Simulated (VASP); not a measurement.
A run of VASP 6.6.1:

INCAR

```
SYSTEM = TiN
PREC = Accurate
ENCUT = 600
EDIFF = 1E-6
ISMEAR = -1
SIGMA = 0.1
LREAL = .FALSE.
LASPH = .TRUE.
NELM = 120
ALGO = Normal
ISIF = 2
LWAVE = .FALSE.
LCHARG = .FALSE.
GGA = CA
NBANDS = 16
GGA_COMPAT = .FALSE.
```

The input KPOINTS:

```
regular mesh
0
G
  11 11 11
  0 0 0
```

Contents of POSCAR:

```
TiN
1.0
    0.0000000000      2.1190000000      2.1190000000
    2.1190000000      0.0000000000      2.1190000000
    2.1190000000      2.1190000000      0.0000000000
Ti N
1 1
Direct
    0.0000000000      0.0000000000      0.0000000000
    0.5000000000      0.5000000000      0.5000000000
```

Potentials or basis: VASP PAW LDA potentials, release 64 (Ti_sv, N).

Launch:

```console
$ cat potpaw_LDA.64/Ti_sv/POTCAR potpaw_LDA.64/N/POTCAR > POTCAR
$ mpirun -np 1 vasp_std > vasp.out
```

Hardware: 1 thread of Intel(R) Xeon(R) Platinum 8488C (Sapphire Rapids), on a shared host.

Problem. Estimate the wall time of this run.

Solution. Run time: 14 s on 1 thread of Intel(R) Xeon(R) Platinum 8488C (Sapphire Rapids), with other jobs on the host, peak memory 0.13 GiB. Counts: scf iterations 15, k points 56.
